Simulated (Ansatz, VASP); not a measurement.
**One calculation of Cu6H, two programs**

```
Cu H
1.0
     5.13324    0.00000    0.00000
     0.00000    5.13324    0.00000
     0.00000    0.00000   21.52891
Cu H
12 2
Direct
  0.25000 0.25000 0.18580
  0.25000 0.75000 0.18580
  0.75000 0.25000 0.18580
  0.75000 0.75000 0.18580
  0.00000 0.00000 0.26776
  0.00000 0.50000 0.26776
  0.50000 0.00000 0.26776
  0.50000 0.50000 0.26776
  0.25000 0.25000 0.34971
  0.25000 0.75000 0.34971
  0.75000 0.25000 0.34971
  0.75000 0.75000 0.34971
  0.03230 0.00000 0.37061
  0.46770 0.00000 0.37061
```

Alike in both runs: task single point; functional PBE; k mesh 5 × 5 × 1; occupations gaussian, width 0.1 eV; no spin polarisation.

```csv
,VASP,Ansatz
version,VASP 6.6.1,Ansatz 0.2.0
potentials or method,"VASP PAW PBE potentials, release 64 (Cu, H), cutoff 520 eV","scalar-relativistic, plane waves, PAW"
valence electrons in the cell,134,230
```

|  | VASP | Ansatz | Ansatz less VASP |
| --- | --- | --- | --- |
| gap on the k mesh at the Fermi level (eV) | none | none | - |
| rms of the force components (eV/Å) | 0.198 | 0.193 | -0.0050 |

Atom by atom the forces differ by 0.012 eV/Å (rms over components). A gap of «none» marks a metal or a gap that the smearing closes. VASP's potentials hold 134 valence electrons a cell and Ansatz's 230, so a difference there can come from the potentials and not from the codes.
